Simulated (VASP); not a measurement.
Input of a VASP 6.6.1 run:

INCAR

```
SYSTEM = Rh
  ALGO = Normal
  EDIFF = 1E-6
  EDIFFG = -0.01
  ENCUT = 600
  GGA = PE
  IBRION = 2
  ISIF = 3
  ISMEAR = -1
  ISPIN = 2
  LASPH = .True.
  LCHARG = .False.
  LMAXMIX = 4
  LORBIT = 11
  LREAL = .False.
  LWAVE = .False.
  MAGMOM = 1
  NELM = 150
  NSW = 80
  PREC = Accurate
  SIGMA = 0.05
```

Contents of KPOINTS:

```
k-points
0
Gamma
  13 13 13
  0 0 0
```

The input POSCAR:

```
Rh
1.0
    2.4580591709      0.0000000000      0.0000000000
    0.0000000000      2.4580591709      0.0000000000
    0.0000000000      0.0000000000      2.4580591709
Rh
1
Direct
    0.0000000000      0.0000000000      0.0000000000
```

Potentials or basis: VASP PAW PBE potentials, release 64 (Rh_pv).

Run with:

```bash
$ cat potpaw_PBE.64/Rh_pv/POTCAR > POTCAR
$ mpirun -np 1 vasp_std > vasp.out
```

Question: What does it give for the relaxed volume?

Answer: 16.29 Å³/atom.

Question: Estimate the relaxed cell.

Answer: a = 2.535 Å, b = 2.535 Å, c = 2.535 Å, α = 90.00°, β = 90.00°, γ = 90.00°.

Question: What does it give for the net moment?

Answer: 0.00 μB per cell.

Step by step:
| step | energy change (eV) | largest force (eV/Å) | pressure (GPa) | volume (Å³) |
| --- | --- | --- | --- | --- |
| 1 | 0.0000 | 0.0000 | 21.73 | 14.85 |
| 2 | 0.1737 | 0.0000 | -20.97 | 19.62 |
| 3 | -0.0892 | 0.0000 | -0.95 | 16.40 |
| 4 | -0.0895 | 0.0000 | -0.26 | 16.32 |
| 5 | -0.0895 | 0.0000 | 0.09 | 16.29 |
